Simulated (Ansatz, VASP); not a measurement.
This is a calculation of Al for VASP 6.6.1.

Contents of INCAR:

```
  PREC = Accurate
  ENCUT = 520
  EDIFF = 1E-7
  ISMEAR = -1
  SIGMA = 0.1
  LREAL = F
  LASPH = T
  NELM = 150
  ALGO = Normal
  ISIF = 2
  LWAVE = F
  LCHARG = F
  LNONCOLLINEAR = T
  MAGMOM = -0.255 -0.135 0.456
  LORBIT = 11
  LSORBIT = T
  GGA_COMPAT = F
  LORBMOM = T
  GGA = PS
  IVDW = 13
  NBANDS = 14
```

KPOINTS

```
regular mesh
0
Gamma
  8 8 8
```

File POSCAR:

```
Al
1.0
    0.0000000000      2.0382146954      2.0382146954
    2.0382146954      0.0000000000      2.0382146954
    2.0382146954      2.0382146954      0.0000000000
Al
1
Direct
    0.0000000000      0.0000000000      0.0000000000
```

Potentials or basis: VASP PAW PBE potentials, release 64 (Al).

Launch:

```sh
$ cat potpaw_PBE.64/Al/POTCAR > POTCAR
$ mpirun -np 1 vasp_ncl > vasp.out
```

Translate it to Ansatz 0.2.0. Potentials there: all-electron LAPW, relativistic spinors.

As run (the cutoff follows the program's own potentials):

The input input.yaml:

```yaml
crystal:
  lattice:
    - [0.0, 2.0382146954, 2.0382146954]
    - [2.0382146954, 0.0, 2.0382146954]
    - [2.0382146954, 2.0382146954, 0.0]
  atoms:
    - { symbol: Al, position: [0.0, 0.0, 0.0], spin: 0.54, spin_axis: [-0.472558, -0.250178, 0.845045] }
kpoints:
  mp_grid: { grid: [8, 8, 8] }
scf:
  occupations: { method: fermi_dirac, width: 0.1 }
hamiltonian:
  xc: pbesol
  dispersion: d4
  pseudopotentials: { kind: all_electron, lapw: { basis_error: 0.0005 } }
magnetization:
  noncollinear: true
  spin_orbit: true
output:
  forces: true
  stress: true
  eigenvalues: true
```

Potentials or basis: all-electron LAPW, relativistic spinors.

Command:

```console
$ ansatz run input.yaml --threads 1 --pin off --max-ram 2560MiB --backend cpu --events-out ev --progress --plain --runs-dir out
```

Both were run:

|  | VASP | Ansatz | Ansatz less VASP |
| --- | --- | --- | --- |
| pressure (GPa) | -5.1 | -5.1 | -0.04 |
| net moment per atom (μB) | 0.00 | 0.00 | 0.000 |

VASP's potentials were made for PBE, not for PBEsol. Ansatz ran all-electron here, and VASP with PAW potentials.

Noted on Ansatz's run: the k mesh is thin for a metal, which can move the energy by tens of meV per atom.
